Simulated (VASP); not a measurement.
# CdH6 (P4/mmm) in VASP: relaxation of cell and atoms with PBE

Aim: the relaxation of cell and atoms of CdH6 with PBE.

Everything below comes from runs of VASP 6.6.1. Logs are shortened: lines on timing, memory, paths and dates and some standing lists are left out, and cuts for length are marked.

### Step 1. The cell of the first run

It takes space group P4/mmm (No. 123, tetragonal). The conventional cell has a = 3.849 Å, b = 3.849 Å, c = 7.169 Å, α = 90.00°, β = 90.00°, γ = 90.00°. Cd (site symmetry 4/mmm) has 4 H at 1.92 Å within 2.6 Å. H (site symmetry m2m) has 1 H at 0.75 Å within 1.0 Å. H (site symmetry mmm) has 2 Cd at 1.92 Å within 2.6 Å.

The cell was generated, and may not be a known phase.

### Step 2. Relaxation of cell and atoms, PBE

INCAR reads:

```
SYSTEM = CdH6
  PREC = Accurate
  ENCUT = 1230
  EDIFF = 1E-7
  ISMEAR = 0
  SIGMA = 0.02
  LREAL = .False.
  LASPH = .True.
  NELM = 120
  ALGO = Normal
  ISIF = 3
  LWAVE = .False.
  LCHARG = .False.
  GGA = PE
  IBRION = 2
  NSW = 100
  EDIFFG = -0.01
  GGA_COMPAT = .False.
  NELMIN = 4
```

KPOINTS reads:

```
Automatic mesh
0
Gamma
  8 8 4
  0 0 0
```

POSCAR reads:

```
CdH6
1.0
    3.8489990187      0.0000000000      0.0000000000
    0.0000000000      3.8489990187      0.0000000000
    0.0000000000      0.0000000000      7.1692335934
Cd H
1 6
Direct
    0.5000000000      0.5000000000      0.5000000000
    0.9028898111      0.5000000000      0.0000000000
    0.0971101889      0.5000000000      0.0000000000
    0.5000000000      0.9028898111      0.0000000000
    0.5000000000      0.0971101889      0.0000000000
    0.0000000000      0.5000000000      0.5000000000
    0.5000000000      0.0000000000      0.5000000000
```

Potentials or basis: VASP PAW PBE potentials, release 64 (Cd_sv_GW, H_h).

On the command line:

```console
$ cat potpaw_PBE.64/Cd_sv_GW/POTCAR potpaw_PBE.64/H_h/POTCAR > POTCAR
$ mpirun -np 1 vasp_std > vasp.out
```

OUTCAR:

```text
SYSTEM = CdH6
   PREC = Accurate
   ENCUT = 1230
   EDIFF = 1E-7
   ISMEAR = 0
   LREAL = .False.
   LASPH = .True.
   NELM = 120
   ISIF = 3
   GGA = PE
   IBRION = 2
   NSW = 100
   EDIFFG = -0.01
   NELMIN = 4

 ion  position               nearest neighbor table
   1  0.500  0.500  0.500-
   2  0.903  0.500  0.000-   3 0.75
   3  0.097  0.500  0.000-   2 0.75
   4  0.500  0.903  0.000-   5 0.75
   5  0.500  0.097  0.000-   4 0.75
   6  0.000  0.500  0.500-
   7  0.500  0.000  0.500-

  LATTYP: Found a simple tetragonal cell.
 ALAT       =     3.8489990187
 C/A-ratio  =     1.8626228686

  Lattice vectors:

 A1 = (   3.8489990187,   0.0000000000,   0.0000000000)
 A2 = (   0.0000000000,   3.8489990187,   0.0000000000)
 A3 = (   0.0000000000,   0.0000000000,   7.1692335934)

Analysis of symmetry for initial positions (statically):
=====================================================================
 Subroutine PRICEL returns:
 Original cell was already a primitive cell.

 Routine SETGRP: Setting up the symmetry group for a
 simple tetragonal supercell.

 Subroutine GETGRP returns: Found 16 space group operations
 (whereof 16 operations were pure point group operations)
 out of a pool of 16 trial point group operations.

The static configuration has the point symmetry D_4h.

Analysis of symmetry for dynamics (positions and initial velocities):
=====================================================================
 Subroutine PRICEL returns:
 Original cell was already a primitive cell.

 Routine SETGRP: Setting up the symmetry group for a
 simple tetragonal supercell.

 Subroutine GETGRP returns: Found 16 space group operations
 (whereof 16 operations were pure point group operations)
 out of a pool of 16 trial point group operations.

The dynamic configuration has the point symmetry D_4h.

 Subroutine INISYM returns: Found 16 space group operations
 (whereof 16 operations are pure point group operations),
 and found     1 'primitive' translations

----------------------------------------------------------------------------------------

                                     Primitive cell

  volume of cell :     106.2107

  direct lattice vectors                    reciprocal lattice vectors
     3.848999019  0.000000000  0.000000000     0.259807809  0.000000000  0.000000000
     0.000000000  3.848999019  0.000000000     0.000000000  0.259807809  0.000000000
     0.000000000  0.000000000  7.169233593     0.000000000  0.000000000  0.139484924

  length of vectors
     3.848999019  3.848999019  7.169233593     0.259807809  0.259807809  0.139484924

  position of ions in fractional coordinates (direct lattice)
     0.500000000  0.500000000  0.500000000
     0.902889811  0.500000000  0.000000000
     0.097110189  0.500000000  0.000000000
     0.500000000  0.902889811  0.000000000
     0.500000000  0.097110189  0.000000000
     0.000000000  0.500000000  0.500000000
     0.500000000  0.000000000  0.500000000

  ion indices of the primitive-cell ions
   primitive index   ion index
                 1           1
                 2           2
                 3           3
                 4           4
                 5           5
                 6           6
                 7           7

----------------------------------------------------------------------------------------

 KPOINTS: Automatic mesh

Automatic generation of k-mesh.
 Grid dimensions read from file:
 generate k-points for:    8    8    4

 Generating k-lattice:

  Cartesian coordinates                     Fractional coordinates (reciprocal lattice)
     0.032475976  0.000000000  0.000000000     0.125000000  0.000000000  0.000000000
     0.000000000  0.032475976  0.000000000     0.000000000  0.125000000  0.000000000
     0.000000000  0.000000000  0.034871231     0.000000000  0.000000000  0.250000000

  Length of vectors
     0.032475976  0.032475976  0.034871231

  Shift w.r.t. Gamma in fractional coordinates (k-lattice)
     0.000000000  0.000000000  0.000000000

 Subroutine IBZKPT returns following result:
 ===========================================

 Found     45 irreducible k-points:

 Following reciprocal coordinates:
            Coordinates               Weight
  0.000000  0.000000  0.000000      1.000000
  0.125000  0.000000  0.000000      4.000000
  0.250000  0.000000  0.000000      4.000000
  0.375000  0.000000  0.000000      4.000000
  0.500000  0.000000  0.000000      2.000000
  0.125000  0.125000  0.000000      4.000000
[... 16 lines left out ...]
  0.375000  0.125000  0.250000     16.000000
  0.500000  0.125000  0.250000      8.000000
 [... further k-points ...]
   k-points           NKPTS =     45   k-points in BZ     NKDIM =     45   number of bands    NBANDS=     17
   number of dos      NEDOS =    301   number of ions     NIONS =      7
   total plane-waves  NPLWV = 193536
   dimension x,y,z NGX =    48 NGY =   48 NGZ =   84
   dimension x,y,z NGXF=    96 NGYF=   96 NGZF=  168
   ions per type =               1   6
   NGX,Y,Z   is equivalent  to a cutoff of  20.73, 20.73, 19.48 a.u.
   NGXF,Y,Z  is equivalent  to a cutoff of  41.46, 41.46, 38.96 a.u.
 SYSTEM =  CdH6
   PREC   = accura    normal or accurate (medium, high low for compatibility)
   ISTART =      0    job   : 0-new  1-cont  2-samecut
   ICHARG =      2    charge: 1-file 2-atom 10-const
   ISPIN  =      1    spin polarized calculation?
   LNONCOLLINEAR =      F non collinear calculations
   LSORBIT =      F    spin-orbit coupling
   LASPH  =      T    aspherical Exc in radial PAW
   ENCUT  = 1230.0 eV  90.40 Ry    9.51 a.u.  11.01 11.01 20.50*2*pi/ulx,y,z
   NELM   =    120;   NELMIN=  4; NELMDL= -5     # of ELM steps
   EDIFF  = 0.1E-06   stopping-criterion for ELM
   LREAL  =      F    real-space projection
   EDIFFG = -.1E-01   stopping-criterion for IOM
   NSW    =    100    number of steps for IOM
   IBRION =      2    ionic relax: 0-MD 1-quasi-New 2-CG
   NFREE  =      1    steps in history (QN), initial steepest desc. (CG)
   ISIF   =      3    stress and relaxation
   ISYM   =      2    0-nonsym 1-usesym 2-fastsym
   POTIM  = 0.5000    time-step for ionic-motion
   TEBEG  =    0.0;   TEEND  =   0.0 temperature during run
   PSTRESS=    0.0 pullay stress
   NELECT =      26.0000    total number of electrons
   NUPDOWN=      -1.0000    fix difference up-down
   EMIN   =  10.00;   EMAX   =-10.00  energy-range for DOS
   EFERMI =   0.00;   METHOD = LEGACY
   ISMEAR =     0;   SIGMA  =   0.02  broadening in eV -4-tet -1-fermi 0-gaus
   EFERMI_NEDOS =   21; number of points for ismear=-14 and -15
   IALGO  =     38    algorithm
   IMIX   =      4    mixing-type and parameters
     AMIX     =   0.40;   BMIX     =  1.00
     AMIX_MAG =   1.60;   BMIX_MAG =  1.00
  volume/ion in A,a.u.               =      15.17       102.39
  Fermi-wavevector in a.u.,A,eV,Ry     =   1.024102  1.935272 14.269582  1.048785
  Thomas-Fermi vector in A             =   2.157871
   LORBIT       =      0    0 simple, 1 ext, 2 COOP (PROOUT), +10 PAW based schemes
   GGA     = PE    functional components
   LHFCALC =     F    Hartree Fock is set to
   AEXX    =    0.0000 exact exchange contribution
   IVDW    =     0    specifies the selected vdW correction
   LEPSILON=     F    determine dielectric tensor
   LRPA    =     F    only Hartree local field effects (RPA)
 conjugate gradient relaxation of ions
 non-spin polarized calculation
 Gauss-broadening in eV      SIGMA  =   0.02
  energy-cutoff  :     1230.00
  volume of cell :      106.21
 maximum number of plane-waves:     10442
 NGX is ok and might be reduce to    48
   NGX = 23   NGY = 23   NGZ = 41

--------------------------------------- Ionic step        1  -------------------------------------------

 number of electron      26.0000002 magnetization

 Free energy of the ion-electron system (eV)
  ---------------------------------------------------
  ext. energy  EPLUGINS =         0.00000000
  ---------------------------------------------------
  free energy    TOTEN  =       -19.69347951 eV

  energy without entropy =      -19.69346984  energy(sigma->0) =      -19.69347467

------------------------ aborting loop because EDIFF is reached ----------------------------------------

  FORCE on cell =-STRESS in cart. coord.  units (eV):
  Direction    XX          YY          ZZ          XY          YZ          ZX
  --------------------------------------------------------------------------------------
  -------------------------------------------------------------------------------------
  Total        0.1261379      0.1261379      0.0679037      0.0000000      0.0000000      0.0000000
  in kB        1.9027774      1.9027774      1.0243205      0.0000000      0.0000000      0.0000000
  external PRESSURE =       1.6099584 kB  Pullay stress =       0.0000000 kB
[... 272 lines left out ...]
  energy  without entropy=      -19.6938821403  energy(sigma->0) =      -19.69388396

--------------------------------------- Ionic step        8  -------------------------------------------

 number of electron      26.0000002 magnetization

 Free energy of the ion-electron system (eV)
  ---------------------------------------------------
  ext. energy  EPLUGINS =         0.00000000
  ---------------------------------------------------
  free energy    TOTEN  =       -19.69390620 eV

  energy without entropy =      -19.69390173  energy(sigma->0) =      -19.69390396

 E-fermi :  -0.4970     XC(G=0):  -6.2137

 val. band max:       -0.5410153652   @ k =   0.1250   0.1250   0.0000
 cond. band min:      -0.4550263376   @ k =   0.3750   0.3750   0.0000
 fundamental gap:      0.0859890277
 Fermi energy:        -0.4970178277

 k-point     1 :       0.0000    0.0000    0.0000
  band No.  band energies     occupation
      1    -103.4098      2.00000
      2     -64.5663      2.00000
      3     -64.4015      2.00000
      4     -64.4015      2.00000
      5     -10.0855      2.00000
      6      -9.8224      2.00000
[... 9 lines left out ...]
     16       4.6257      0.00000
     17       5.1888      0.00000
[... 443 lines left out ...]
      1    -103.4098      2.00000
      2     -64.5662      2.00000
      3     -64.4028      2.00000
      4     -64.4016      2.00000
      5      -9.8496      2.00000
      6      -9.2910      2.00000
[... 9 lines left out ...]
     16       3.9870      0.00000
     17       4.4262      0.00000

 [... further k-points ...]

------------------------ aborting loop because EDIFF is reached ----------------------------------------

  FORCE on cell =-STRESS in cart. coord.  units (eV):
  Direction    XX          YY          ZZ          XY          YZ          ZX
  --------------------------------------------------------------------------------------
  -------------------------------------------------------------------------------------
  Total       -0.0104926     -0.0104926      0.0571307      0.0000000     -0.0000000     -0.0000000
  in kB       -0.1570862     -0.1570862      0.8553109      0.0000000     -0.0000000     -0.0000000
  external PRESSURE =       0.1803795 kB  Pullay stress =       0.0000000 kB
[... 22 lines left out ...]
  FREE ENERGIE OF THE ION-ELECTRON SYSTEM (eV)
  ---------------------------------------------------
  free  energy   TOTEN  =       -19.6939062011 eV

  energy  without entropy=      -19.6939017252  energy(sigma->0) =      -19.69390396

 reached required accuracy - stopping structural energy minimisation
```

Wall time 21 min (1 thread of AMD EPYC 7R13 (Zen 3), shared host); peak memory 0.74 GiB.

What came out:

| Item | Value |
| --- | --- |
| Free energy | -19.6939 eV |
| Relaxed volume | 15.29 Å³/atom |
| Relaxed cell | a = 3.860 Å, b = 3.860 Å, c = 7.182 Å, α = 90.00°, β = 90.00°, γ = 90.00° |
| Space group after relaxing (to 0.1 Å) | P4/mmm (No. 123) |
| Energy gained by relaxing | 0.1 meV/atom |
| Ionic steps | 8 |
| Pressure after relaxing | 0.0 GPa |
| Band gap on the k mesh | zero (bands 13 and 14 overlap by 2.12 eV) |

Step by step:
```tsv
step	energy change (eV)	largest force (eV/Å)	pressure (GPa)	volume (Å³)
1	0.0000	0.0019	0.16	106.21
2	-0.0002	0.0266	0.11	106.45
3	-0.0002	0.0712	-0.01	106.81
4	-0.0003	0.0568	0.02	106.69
5	-0.0003	0.0418	0.03	106.78
6	-0.0004	0.0188	0.01	106.91
7	-0.0004	0.0276	0.01	107.17
8	-0.0004	0.0006	0.02	107.02
```

Final structure:
```yaml
crystal:
  lattice:
    - [3.86013, 0.00000, 0.00000]
    - [0.00000, 3.86013, 0.00000]
    - [0.00000, 0.00000, 7.18211]
  atoms:
    - { symbol: Cd, position: [0.50000, 0.50000, 0.50000] }
    - { symbol: H, position: [0.90316, 0.50000, 0.00000] }
    - { symbol: H, position: [0.09684, 0.50000, 0.00000] }
    - { symbol: H, position: [0.50000, 0.90316, 0.00000] }
    - { symbol: H, position: [0.50000, 0.09684, 0.00000] }
    - { symbol: H, position: [0.00000, 0.50000, 0.50000] }
    - { symbol: H, position: [0.50000, 0.00000, 0.50000] }
```

Levels at points of the mesh, in eV from the Fermi level:
```tsv
k point	band 10	band 11	band 12	band 13	band 14	band 15	band 16	band 17
(0.00, 0.00, 0.00)	-8.55	-6.38	-5.90	0.59	1.06	5.12	5.12	5.69
(0.50, 0.00, 0.00)	-7.50	-7.34	-4.42	-4.06	2.32	4.16	4.61	5.84
(0.50, 0.50, 0.00)	-7.16	-7.16	-3.63	-3.63	-1.07	1.66	3.88	4.16
(0.00, 0.00, 0.50)	-8.55	-6.47	-5.90	1.05	1.38	3.61	5.48	5.48
(0.50, 0.00, 0.50)	-7.49	-7.33	-4.47	-4.08	2.54	4.76	5.17	5.57
(0.50, 0.50, 0.50)	-7.16	-7.16	-3.64	-3.64	-0.95	1.09	4.31	4.78
```

The gap in the log of VASP goes by the Fermi energy; the results here count the filled bands.